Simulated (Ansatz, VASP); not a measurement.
One calculation of Al, two programs

File INCAR:

```
  PREC = Accurate
  ENCUT = 520
  EDIFF = 1E-6
  ISMEAR = 0
  SIGMA = 0.05
  LREAL = False
  LASPH = True
  NELM = 80
  ALGO = Normal
  ISIF = 2
  LWAVE = False
  LCHARG = True
  GGA = PS
  LELF = True
  LVHAR = True
  NBANDS = 8
```

Contents of KPOINTS:

```
Automatic mesh
0
Gamma
  18 18 18
```

POSCAR

```
Al
1.0
    0.0000000000      2.0073872277      2.0073872277
    2.0073872277      0.0000000000      2.0073872277
    2.0073872277      2.0073872277      0.0000000000
Al
1
Direct
    0.0000000000      0.0000000000      0.0000000000
```

Input for Ansatz:

```yaml
crystal:
  lattice:
    - [0.0, 2.0073872277, 2.0073872277]
    - [2.0073872277, 0.0, 2.0073872277]
    - [2.0073872277, 2.0073872277, 0.0]
  atoms:
    - { symbol: Al, position: [0.0, 0.0, 0.0] }
basis:
  ecutwfc: 600
  ecutrho_ratio: 5
kpoints:
  mp_grid: { grid: [18, 18, 18] }
hamiltonian:
  xc: pbesol
scf:
  occupations: { method: gaussian, width: 0.05 }
output:
  forces: true
  stress: true
  eigenvalues: true
```

Alike in both runs: task single point; functional PBEsol; k mesh 18 × 18 × 18; occupations gaussian, width 0.05 eV; no spin polarisation.

```csv
,VASP,Ansatz
version,VASP 6.6.1,Ansatz 0.2.0
potentials or method,"VASP PAW PBE potentials, release 64 (Al), cutoff 520 eV","scalar-relativistic, plane waves, PAW"
valence electrons in the cell,3,3
```

```csv
,VASP,Ansatz,Ansatz less VASP
pressure (GPa),0.1,0.0,-0.06
```

VASP's potentials were made for PBE, not for PBEsol. The functional is the same, so the differences come from potentials, cutoffs and numerics.
